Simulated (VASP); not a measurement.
# GeIrRu3 (P6/mmm) in VASP: further runs

GeIrRu3 is run at these levels: PBE; tasks: single point, relaxation of cell and atoms.

All numbers are computed with VASP 6.6.1; they aren't measurements. Logs are shortened: lines on timing, memory, paths and dates and some standing lists are left out, and cuts for length are marked.

## (1) The cell of the first run

The structure is hexagonal, space group P6/mmm (No. 191). The conventional cell has a = 4.508 Å, b = 4.508 Å, c = 4.313 Å, α = 90.00°, β = 90.00°, γ = 120.00°. Within 2.9 Å of Ge (site symmetry 6/mmm) lie 2 Ir at 2.16 Å. Ru (site symmetry mmm) has 4 Ru at 2.25 Å and 2 Ir at 2.25 Å within 3.0 Å. Ir (site symmetry 6/mmm) has 2 Ge at 2.16 Å and 6 Ru at 2.25 Å within 2.9 Å.

## (2) Single point, PBE

INCAR

```
SYSTEM = GeIrRu3
PREC = Accurate
ENCUT = 520
EDIFF = 1E-6
ISMEAR = 0
SIGMA = 0.1
LREAL = .False.
LASPH = .True.
NELM = 60
ALGO = Normal
ISIF = 2
LWAVE = .False.
LCHARG = .False.
GGA = PE
NBANDS = 40
```

KPOINTS

```
regular mesh
0
Gamma
  6 6 4
  0 0 0
```

POSCAR

```
GeIrRu3
1.0
    4.5084553700      0.0000000000      0.0000000000
   -2.2542276800      3.9044368800      0.0000000000
    0.0000000000      0.0000000000      4.3130570000
Ge Ru Ir
1 3 1
Direct
    0.0000000000      0.0000000000      0.5000000000
    0.5000000000      0.0000000000      0.0000000000
    0.0000000000      0.5000000000      0.0000000000
    0.5000000000      0.5000000000      0.0000000000
    0.0000000000      0.0000000000      0.0000000000
```

Potentials or basis: VASP PAW PBE potentials, release 64 (Ge_d, Ru_pv, Ir).

Run with:

```
cat potpaw_PBE.64/Ge_d/POTCAR potpaw_PBE.64/Ru_pv/POTCAR potpaw_PBE.64/Ir/POTCAR > POTCAR
mpirun -np 1 vasp_std > vasp.out
```

OUTCAR:

```text
SYSTEM = GeIrRu3
   PREC = Accurate
   ENCUT = 520
   EDIFF = 1E-6
   ISMEAR = 0
   LREAL = .False.
   LASPH = .True.
   NELM = 60
   ISIF = 2
   GGA = PE

 ion  position               nearest neighbor table
   1  0.000  0.000  0.500-   5 2.16   5 2.16   3 3.12   3 3.12   3 3.12   3 3.12   2 3.12   2 3.12
                             2 3.12   2 3.12   4 3.12   4 3.12   4 3.12   4 3.12
   2  0.500  0.000  0.000-   4 2.25   4 2.25   5 2.25   5 2.25   3 2.25   3 2.25   1 3.12   1 3.12
                             1 3.12   1 3.12
   3  0.000  0.500  0.000-   5 2.25   5 2.25   4 2.25   4 2.25   2 2.25   2 2.25   1 3.12   1 3.12
                             1 3.12   1 3.12
   4  0.500  0.500  0.000-   2 2.25   2 2.25   3 2.25   3 2.25   5 2.25   5 2.25   1 3.12   1 3.12
                             1 3.12   1 3.12
   5  0.000  0.000  0.000-   1 2.16   1 2.16   3 2.25   3 2.25   2 2.25   2 2.25   4 2.25   4 2.25

  LATTYP: Found a hexagonal cell.
 ALAT       =     4.5084553700
 C/A-ratio  =     0.9566595754

  Lattice vectors:

 A1 = (   4.5084553700,   0.0000000000,   0.0000000000)
 A2 = (  -2.2542276800,   3.9044368800,   0.0000000000)
 A3 = (   0.0000000000,   0.0000000000,   4.3130570000)

Analysis of symmetry for initial positions (statically):
=====================================================================
 Subroutine PRICEL returns:
 Original cell was already a primitive cell.

 Routine SETGRP: Setting up the symmetry group for a
 hexagonal supercell.

 Subroutine GETGRP returns: Found 24 space group operations
 (whereof 24 operations were pure point group operations)
 out of a pool of 24 trial point group operations.

The static configuration has the point symmetry D_6h.

Analysis of symmetry for dynamics (positions and initial velocities):
=====================================================================
 Subroutine PRICEL returns:
 Original cell was already a primitive cell.

 Routine SETGRP: Setting up the symmetry group for a
 hexagonal supercell.

 Subroutine GETGRP returns: Found 24 space group operations
 (whereof 24 operations were pure point group operations)
 out of a pool of 24 trial point group operations.

The dynamic configuration has the point symmetry D_6h.

 Subroutine INISYM returns: Found 24 space group operations
 (whereof 24 operations are pure point group operations),
 and found     1 'primitive' translations

----------------------------------------------------------------------------------------

                                     Primitive cell

  volume of cell :      75.9227

  direct lattice vectors                    reciprocal lattice vectors
     4.508455370  0.000000000  0.000000000     0.221805456  0.128059440  0.000000000
    -2.254227680  3.904436880  0.000000000     0.000000000  0.256118880  0.000000000
     0.000000000  0.000000000  4.313057000     0.000000000  0.000000000  0.231854112

  length of vectors
     4.508455370  4.508455366  4.313057000     0.256118880  0.256118880  0.231854112

  position of ions in fractional coordinates (direct lattice)
     0.000000000  0.000000000  0.500000000
     0.500000000  0.000000000  0.000000000
     0.000000000  0.500000000  0.000000000
     0.500000000  0.500000000  0.000000000
     0.000000000  0.000000000  0.000000000

  ion indices of the primitive-cell ions
   primitive index   ion index
                 1           1
                 2           2
                 3           3
                 4           4
                 5           5

----------------------------------------------------------------------------------------

 KPOINTS: regular mesh

Automatic generation of k-mesh.
 Grid dimensions read from file:
 generate k-points for:    6    6    4

 Generating k-lattice:

  Cartesian coordinates                     Fractional coordinates (reciprocal lattice)
     0.036967576  0.021343240  0.000000000     0.166666667  0.000000000  0.000000000
     0.000000000  0.042686480  0.000000000     0.000000000  0.166666667  0.000000000
     0.000000000  0.000000000  0.057963528     0.000000000  0.000000000  0.250000000

  Length of vectors
     0.042686480  0.042686480  0.057963528

  Shift w.r.t. Gamma in fractional coordinates (k-lattice)
     0.000000000  0.000000000  0.000000000

 Subroutine IBZKPT returns following result:
 ===========================================

 Found     21 irreducible k-points:

 Following reciprocal coordinates:
            Coordinates               Weight
  0.000000  0.000000  0.000000      1.000000
  0.166667  0.000000  0.000000      6.000000
  0.333333 -0.000000  0.000000      6.000000
  0.500000 -0.000000  0.000000      3.000000
  0.166667  0.166667  0.000000      6.000000
  0.333333  0.166667  0.000000     12.000000
[... 13 lines left out ...]
  0.333333  0.166667  0.500000     12.000000
  0.333333  0.333333  0.500000      2.000000
[... 35 lines left out ...]
  Thomas-Fermi vector in A             =   2.658571
   LORBIT       =      0    0 simple, 1 ext, 2 COOP (PROOUT), +10 PAW based schemes
   GGA     = PE    functional components
   LHFCALC =     F    Hartree Fock is set to
   AEXX    =    0.0000 exact exchange contribution
   IVDW    =     0    specifies the selected vdW correction
   LEPSILON=     F    determine dielectric tensor
   LRPA    =     F    only Hartree local field effects (RPA)
 non-spin polarized calculation
 Gauss-broadening in eV      SIGMA  =   0.10
  energy-cutoff  :      520.00
  volume of cell :       75.92
 maximum number of plane-waves:      2075
 NGX is ok and might be reduce to    36
   NGX = 17   NGY = 17   NGZ = 17

 number of electron      65.0000027 magnetization

 Free energy of the ion-electron system (eV)
  ---------------------------------------------------
  ext. energy  EPLUGINS =         0.00000000
  ---------------------------------------------------
  free energy    TOTEN  =       -24.87488115 eV

  energy without entropy =      -24.84822163  energy(sigma->0) =      -24.86155139

 E-fermi :  10.3227     XC(G=0): -12.6263

 val. band max:       10.2999696961   @ k =   0.1667   0.0000   0.0000
 cond. band min:      10.3346865241   @ k =   0.5000  -0.0000   0.5000
 fundamental gap:      0.0347168280
 Fermi energy:        10.3226727872

 k-point     1 :       0.0000    0.0000    0.0000
  band No.  band energies     occupation
      1     -35.1036      2.00000
      2     -33.8817      2.00000
      3     -33.8817      2.00000
      4     -32.7106      2.00000
      5     -32.2238      2.00000
      6     -32.2155      2.00000
[... 32 lines left out ...]
     39      15.6533      0.00000
     40      15.6533      0.00000

 k-point     2 :       0.1667    0.0000    0.0000
  band No.  band energies     occupation
      1     -34.9479      2.00000
      2     -33.8911      2.00000
      3     -33.7788      2.00000
      4     -32.6832      2.00000
      5     -32.3270      2.00000
      6     -32.2462      2.00000
[... 32 lines left out ...]
     39      14.7026      0.00000
     40      15.7017      0.00000

 k-point     3 :       0.3333   -0.0000    0.0000
  band No.  band energies     occupation
      1     -34.6062      2.00000
      2     -33.7983      2.00000
      3     -33.4892      2.00000
      4     -32.6380      2.00000
      5     -32.6119      2.00000
      6     -32.5285      2.00000
[... 32 lines left out ...]
     39      14.1302      0.00000
     40      15.3635      0.00000

 k-point     4 :       0.5000   -0.0000    0.0000
  band No.  band energies     occupation
      1     -34.4562      2.00000
      2     -33.3707      2.00000
      3     -33.1958      2.00000
      4     -33.0880      2.00000
      5     -33.0575      2.00000
      6     -32.5545      2.00000
[... 32 lines left out ...]
     39      14.1233      0.00000
     40      15.7340      0.00000
[... 643 lines left out ...]
     39      15.1892      0.00000
     40      15.4758      0.00000

 k-point    20 :       0.3333    0.1667    0.5000
  band No.  band energies     occupation
      1     -34.3451      2.00000
      2     -33.7499      2.00000
      3     -33.2010      2.00000
      4     -33.1300      2.00000
      5     -32.6147      2.00000
      6     -32.5557      2.00000
[... 32 lines left out ...]
     39      12.6787      0.00000
     40      15.8253      0.00000

 k-point    21 :       0.3333    0.3333    0.5000
  band No.  band energies     occupation
      1     -33.8933      2.00000
      2     -33.8933      2.00000
      3     -33.6558      2.00000
      4     -32.7325      2.00000
      5     -32.7325      2.00000
      6     -32.4733      2.00000
[... 32 lines left out ...]
     39      12.9492      0.00000
     40      12.9492      0.00000

------------------------ aborting loop because EDIFF is reached ----------------------------------------

  FORCE on cell =-STRESS in cart. coord.  units (eV):
  Direction    XX          YY          ZZ          XY          YZ          ZX
  --------------------------------------------------------------------------------------
  -------------------------------------------------------------------------------------
  Total       77.9069472     77.9069471     24.4674928      0.0000001      0.0000000      0.0000000
  in kB     1644.0513956   1644.0513937    516.3315619      0.0000021      0.0000000      0.0000000
  external PRESSURE =    1268.1447838 kB  Pullay stress =       0.0000000 kB

 VOLUME and BASIS-vectors are now :
 -----------------------------------------------------------------------------
  energy-cutoff  :      520.00
  volume of cell :       75.92
      direct lattice vectors                 reciprocal lattice vectors
     4.508455370  0.000000000  0.000000000     0.221805456  0.128059440  0.000000000
    -2.254227680  3.904436880  0.000000000     0.000000000  0.256118880  0.000000000
     0.000000000  0.000000000  4.313057000     0.000000000  0.000000000  0.231854112

 POSITION                                       TOTAL-FORCE (eV/Angst)
 -----------------------------------------------------------------------------------
      0.00000      0.00000      2.15653        -0.000000      0.000000      0.000000
      2.25423      0.00000      0.00000         0.000000      0.000000      0.000000
     -1.12711      1.95222      0.00000        -0.000000      0.000000      0.000000
      1.12711      1.95222      0.00000        -0.000000      0.000000      0.000000
      0.00000      0.00000      0.00000         0.000000      0.000000      0.000000
 -----------------------------------------------------------------------------------
    total drift:                                0.000000      0.000000     -0.000000

  FREE ENERGIE OF THE ION-ELECTRON SYSTEM (eV)
  ---------------------------------------------------
  free  energy   TOTEN  =       -24.8748811456 eV

  energy  without entropy=      -24.8482216349  energy(sigma->0) =      -24.86155139
```

Run time: 83 s. Hardware: 1 thread of Intel Xeon 6975P-C, shared host; peak memory 0.23 GiB.

Results:

```yaml
Free_energy: -24.8749 eV
Pressure: 126.8 GPa
```

Caveat: the k points lie up to 0.36 Å⁻¹ apart; spin-orbit coupling is left out, which moves the levels of the heavy elements.

## (3) Single point, PBE

This run uses another cell than the first one, of 21.68 Å³/atom, 1.428 times its volume.

INCAR

```
SYSTEM = GeIrRu3
PREC     = Accurate       ! precision mode
ENCUT    = 520            ! plane-wave cutoff, eV
EDIFF    = 1E-6           ! SCF threshold, eV
ISMEAR   = 0              ! smearing method
SIGMA    = 0.1            ! smearing width, eV
LREAL    = .False.        ! projectors in reciprocal space
LASPH    = .True.         ! aspherical terms in the spheres
NELM     = 60             ! most SCF steps
ALGO     = Fast           ! electronic algorithm
ISIF     = 2              ! what is computed and relaxed
LWAVE    = .False.        ! write WAVECAR
LCHARG   = .False.        ! write CHGCAR
GGA      = PE             ! functional
NBANDS   = 40             ! bands
```

KPOINTS

```
Automatic mesh
0
Gamma
  6 6 4
  0 0 0
```

Changes to POSCAR since step 2:

```diff
@@ -2,5 +2,5 @@
 1.0
-    4.5084553700      0.0000000000      0.0000000000
-   -2.2542276800      3.9044368800      0.0000000000
-    0.0000000000      0.0000000000      4.3130570000
+    5.1683969296     -0.0000000033      0.0000000000
+   -2.5841984619      4.4759630395      0.0000000000
+    0.0000000000      0.0000000000      4.6851488675
 Ge Ru Ir
```

Potentials or basis: VASP PAW PBE potentials, release 64 (Ge_d, Ru_pv, Ir).

Run with:

```
cat potpaw_PBE.64/Ge_d/POTCAR potpaw_PBE.64/Ru_pv/POTCAR potpaw_PBE.64/Ir/POTCAR > POTCAR
mpirun -np 1 vasp_std > vasp.out
```

Wall time 2.1 min (1 thread of Intel Xeon 6975P-C, shared host); peak memory 0.28 GiB.

Results (log left out):

```
Free energy : -34.8392 eV
Pressure    : 0.0 GPa
```

Levels at points of the mesh, in eV from the Fermi level:
```
           k point  band 31  band 32  band 33  band 34  band 35  band 36
(0.00, 0.00, 0.00)    -0.12    -0.12     0.31     1.08     1.08     1.92
(0.50, 0.00, 0.00)    -0.82    -0.80    -0.09     0.16     0.29     0.78
(0.00, 0.00, 0.50)     0.29     1.07     1.07     2.09     2.83     2.84
(0.50, 0.00, 0.50)    -0.61    -0.09    -0.04     0.14     0.23     0.24
```

Caveat: spin-orbit coupling is left out, which moves the levels of the heavy elements.

## (4) Relaxation of cell and atoms, PBE

INCAR

```
PREC = Accurate
ENCUT = 600
EDIFF = 1E-6
ISMEAR = 0
SIGMA = 0.1
LREAL = F
LASPH = T
NELM = 80
ALGO = Normal
ISIF = 3
LWAVE = F
LCHARG = F
GGA = PE
IBRION = 2
NSW = 90
EDIFFG = -0.04
```

KPOINTS

```
Automatic mesh
0
Gamma
  6 6 4
```

Changes to POSCAR since step 3:

```diff
@@ -2,5 +2,5 @@
 1.0
-    5.1683969296     -0.0000000033      0.0000000000
-   -2.5841984619      4.4759630395      0.0000000000
-    0.0000000000      0.0000000000      4.6851488675
+    4.5084553700      0.0000000000      0.0000000000
+   -2.2542276800      3.9044368800      0.0000000000
+    0.0000000000      0.0000000000      4.3130570000
 Ge Ru Ir
```

Run with:

```
cat potpaw_PBE.64/Ge_d/POTCAR potpaw_PBE.64/Ru_pv/POTCAR potpaw_PBE.64/Ir/POTCAR > POTCAR
mpirun -np 1 vasp_std > vasp.out
```

It took 14 min on 1 thread of Intel Xeon 6975P-C, shared host; peak memory 0.27 GiB.

It converged, with:

- Free energy: -34.8213 eV
- Relaxed volume: 21.69 Å³/atom
- Relaxed cell: a = 5.168 Å, b = 5.168 Å, c = 4.689 Å, α = 90.00°, β = 90.00°, γ = 120.00°
- Space group after relaxing (to 0.05 Å): P6/mmm (No. 191)
- Energy gained by relaxing: 1989.2 meV/atom
- Ionic steps: 13
- Pressure after relaxing: 0.0 GPa

Stress tensor (GPa, compression positive):
```
 0.03  0.00  0.00
 0.00  0.03  0.00
 0.00  0.00 -0.14
```

The path:
| step | energy change (eV) | largest force (eV/Å) | pressure (GPa) | volume (Å³) |
| --- | --- | --- | --- | --- |
| 1 | 0.0000 | 0.0000 | 126.84 | 75.92 |
| 2 | 11.6123 | 0.0000 | -19.37 | 288.02 |
| 3 | -7.3389 | 0.0000 | -18.18 | 133.31 |
| 4 | -9.0222 | 0.0000 | -12.30 | 119.60 |
| 5 | -9.5792 | 0.0000 | 13.86 | 99.41 |
| 6 | -9.8118 | 0.0000 | -0.14 | 107.28 |
| 7 | -9.8250 | 0.0000 | 2.02 | 105.81 |
| 8 | -9.8235 | 0.0000 | 3.03 | 105.15 |
| 9 | -9.9237 | 0.0000 | -0.48 | 109.53 |
| 10 | -9.9459 | 0.0000 | 0.34 | 108.16 |
| 11 | -9.9459 | 0.0000 | 0.32 | 108.22 |
| 12 | -9.9454 | 0.0000 | -0.55 | 108.81 |
| 13 | -9.9462 | 0.0000 | -0.03 | 108.44 |

Final structure:
```xyz
5
Lattice="5.1678 0.0000 0.0000 -2.5839 4.4754 0.0000 0.0000 0.0000 4.6889" Properties=species:S:1:pos:R:3 pbc="T T T"
Ge    0.0000    0.0000    2.3444
Ru    2.5839    0.0000    0.0000
Ru    3.8758    2.2377    0.0000
Ru    1.2919    2.2377    0.0000
Ir    5.1678    0.0000    0.0000
```

Levels at points of the mesh, in eV from the Fermi level:
```csv
k point,band 29,band 30,band 31,band 32,band 33,band 34,band 35,band 36,band 37,band 38
"(0.00, 0.00, 0.00)",-0.20,-0.20,-0.12,-0.12,0.31,1.08,1.08,1.91,2.82,2.82
"(0.50, 0.00, 0.00)",-1.08,-0.82,-0.82,-0.80,-0.09,0.16,0.29,0.78,1.23,2.04
"(0.00, 0.00, 0.50)",0.21,0.21,0.29,1.07,1.07,2.09,2.82,2.82,2.86,2.97
"(0.50, 0.00, 0.50)",-1.22,-0.89,-0.61,-0.09,-0.04,0.14,0.22,0.24,0.77,1.35
```

Caveat: the k points lie up to 0.34 Å⁻¹ apart in the final cell; the volume moved by over 15 % at a fixed basis, so the end points are rough; spin-orbit coupling is left out, which moves the levels of the heavy elements.

## (5) Single point, PBE, collinear spin, ferromagnetic start

This run uses another cell than the first one, of 21.68 Å³/atom, 1.428 times its volume.

INCAR

```
SYSTEM = GeIrRu3
PREC = Accurate
ENCUT = 520
EDIFF = 1E-6
ISMEAR = 0
SIGMA = 0.1
LREAL = .FALSE.
LASPH = .TRUE.
NELM = 150
ALGO = Normal
ISIF = 2
LWAVE = .FALSE.
LCHARG = .FALSE.
ISPIN = 2
MAGMOM = 0 1 1 1 1
LORBIT = 11
LMAXMIX = 4
GGA = PE
NBANDS = 44
```

KPOINTS

```
regular mesh
0
G
  6 6 4
  0 0 0
```

Changes to POSCAR since step 4:

```diff
@@ -2,5 +2,5 @@
 1.0
-    4.5084553700      0.0000000000      0.0000000000
-   -2.2542276800      3.9044368800      0.0000000000
-    0.0000000000      0.0000000000      4.3130570000
+    5.1683969296      0.0000000000      0.0000000000
+   -2.5841984648      4.4759630378      0.0000000000
+    0.0000000000      0.0000000000      4.6851488675
 Ge Ru Ir
```

Run with:

```
cat potpaw_PBE.64/Ge_d/POTCAR potpaw_PBE.64/Ru_pv/POTCAR potpaw_PBE.64/Ir/POTCAR > POTCAR
mpirun -np 1 vasp_std > vasp.out
```

Wall time 3.8 min (1 thread of Intel Xeon 6975P-C, shared host); peak memory 0.37 GiB.

It converged, with:

* Free energy: -34.9337 eV
* Pressure: 1.6 GPa
* Net moment: 3.18 μB per cell
* Site moments: Ge -0.03; Ru +0.89; Ir +0.29 μB
* Valence electrons inside the program's atomic spheres: Ge 12.23; Ru 12.53; Ir 8.68

Stress tensor (GPa, compression positive):
```
 2.35  0.00  0.00
 0.00  2.35  0.00
 0.00  0.00 -0.01
```

Levels at points of the mesh, in eV from the Fermi level:
Spin up:
| k point | band 32 | band 33 | band 34 | band 35 | band 36 | band 37 |
| --- | --- | --- | --- | --- | --- | --- |
| (0.00, 0.00, 0.00) | -0.41 | -0.20 | 0.71 | 0.71 | 1.79 | 2.58 |
| (0.50, 0.00, 0.00) | -1.23 | -0.30 | -0.11 | -0.11 | 0.41 | 1.02 |
| (0.00, 0.00, 0.50) | 0.69 | 0.69 | 1.83 | 2.58 | 2.58 | 2.59 |
| (0.50, 0.00, 0.50) | -0.48 | -0.33 | -0.30 | -0.17 | -0.10 | 0.40 |
Spin down:
| k point | band 27 | band 28 | band 29 | band 30 | band 31 | band 32 | band 33 | band 34 | band 35 | band 36 |
| --- | --- | --- | --- | --- | --- | --- | --- | --- | --- | --- |
| (0.00, 0.00, 0.00) | -0.42 | -0.42 | 0.12 | 0.12 | 0.16 | 0.16 | 0.82 | 1.38 | 1.38 | 1.94 |
| (0.50, 0.00, 0.00) | -1.50 | -1.49 | -0.94 | -0.56 | -0.54 | -0.44 | 0.04 | 0.38 | 0.68 | 1.05 |
| (0.00, 0.00, 0.50) | 0.06 | 0.06 | 0.61 | 0.61 | 0.80 | 1.37 | 1.37 | 2.06 | 2.87 | 2.87 |
| (0.50, 0.00, 0.50) | -1.45 | -1.09 | -0.96 | -0.53 | -0.31 | 0.05 | 0.28 | 0.37 | 0.58 | 0.64 |

Caveat: spin-orbit coupling is left out, which moves the levels of the heavy elements.

## (6) The runs side by side

```tsv
task	spin	cell	cutoff (eV)	gap on the mesh (eV)	pressure (GPa)
single point	off	a = 4.508, b = 4.508, c = 4.313 Å, angles 90.0, 90.0, 120.0°, 5 atoms	520	none	126.8
single point	off	a = 5.168, b = 5.168, c = 4.685 Å, angles 90.0, 90.0, 120.0°, 5 atoms	520	none	0.0
relaxation of cell and atoms	off	relaxed from a = 4.508, b = 4.508, c = 4.313 Å, angles 90.0, 90.0, 120.0°, 5 atoms	600	none	0.0
single point	collinear, ferromagnetic start	a = 5.168, b = 5.168, c = 4.685 Å, angles 90.0, 90.0, 120.0°, 5 atoms	520	none	1.6
```

Alike in all rows: level PBE; potentials or basis VASP PAW PBE potentials, release 64 (Ge_d, Ru_pv, Ir); k mesh 6 × 6 × 4; smearing gaussian 0.1 eV.

Caveats: some runs use coarse meshes; spin-orbit coupling is left out, which moves the levels of the heavy elements; the volume moved by over 15 % at a fixed basis, so the end points are rough (some runs).

Total energies depend on the potentials used, so only differences within one code and one set of settings carry meaning.
